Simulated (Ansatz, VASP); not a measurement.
One calculation of GaAsSe3, two programs

```
Ga As Se
1.0
     2.91521    1.68310    4.27744
    -2.91521    1.68310    4.27744
     0.00000   -3.36620    4.27744
Ga As Se
1 1 3
Direct
  0.50000 0.50000 0.50000
  0.00000 0.00000 0.00000
  0.00000 0.50000 0.50000
  0.50000 0.00000 0.50000
  0.50000 0.50000 0.00000
```

Change from the starting cell: species swapped into the FeBiO3 type (R-3m, No. 166).

Alike in both runs: functional PBE; k mesh 3 × 3 × 3; occupations gaussian, width 0.15 eV; no spin polarisation.

Ansatz relaxed the structure, and its values are those at the end. VASP's run is a single point on that final structure, the one shown.

|  | VASP | Ansatz |
| --- | --- | --- |
| version | VASP 6.6.1 | Ansatz 0.2.0 |
| potentials or method | VASP PAW PBE potentials, release 64 (Ga_d, As, Se), cutoff 500 eV | scalar-relativistic, plane waves, PAW |
| valence electrons in the cell | 36 | 76 |

```csv
,VASP,Ansatz,Ansatz less VASP
gap on the k mesh at the Fermi level (eV),none,none,-
pressure (GPa),0.1,0.1,-0.03
```

A gap of «none» marks a metal or a gap that the smearing closes. VASP's potentials hold 36 valence electrons a cell and Ansatz's 76, so a difference there can come from the potentials and not from the codes.

The k mesh is coarse, so the values compare programs but aren't converged.
